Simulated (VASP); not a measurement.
SnH: single point with PBE

SnH:

```xyz
4
Lattice="3.4663 0.0000 0.0000 -1.7332 3.0019 0.0000 0.0000 0.0000 5.9357" Properties=species:S:1:pos:R:3 pbc="T T T"
Sn    0.0000    2.0013    1.4839
Sn    1.7332    1.0006    4.4518
H     0.0000    0.0000    0.0000
H     0.0000    0.0000    2.9678
```

The cell was generated, and may not be a known phase.

- Program: VASP 6.6.1
- Task: single point
- Functional: PBE
- Potentials or basis: VASP PAW PBE potentials, release 64 (Sn_d, H)
- Cutoff: 520 eV
- k mesh: 18 × 18 × 8
- Occupations: gaussian, width 0.1 eV
- Spin: no spin polarisation
- Dipole correction: no
- Further INCAR settings: ALGO = Normal; EDIFF = 1e-07; NBANDS = 23

```yaml
Pressure: 0.2 GPa
Band_gap_on_the_k_mesh: zero (bands 15 and 16 overlap by 7.97 eV)
```

Levels at points of the mesh, in eV from the Fermi level:
```csv
k point,band 12,band 13,band 14,band 15,band 16,band 17,band 18,band 19
"(0.00, 0.00, 0.00)",-7.44,-6.76,1.83,5.09,5.17,5.17,5.38,6.16
"(0.50, 0.00, 0.00)",-7.09,-3.58,-3.54,-2.22,-1.20,1.59,2.19,4.44
"(0.00, 0.00, 0.50)",-10.42,-1.87,-1.87,4.36,4.36,5.75,5.75,5.75
"(0.50, 0.00, 0.50)",-6.69,-5.47,-5.47,1.21,1.21,2.50,2.50,2.72
```

It took 10 min on 1 thread of Intel Xeon 8259CL (shared host), peak memory 0.35 GiB.

Caveat: spin-orbit coupling is left out, which moves the levels of the heavy elements.
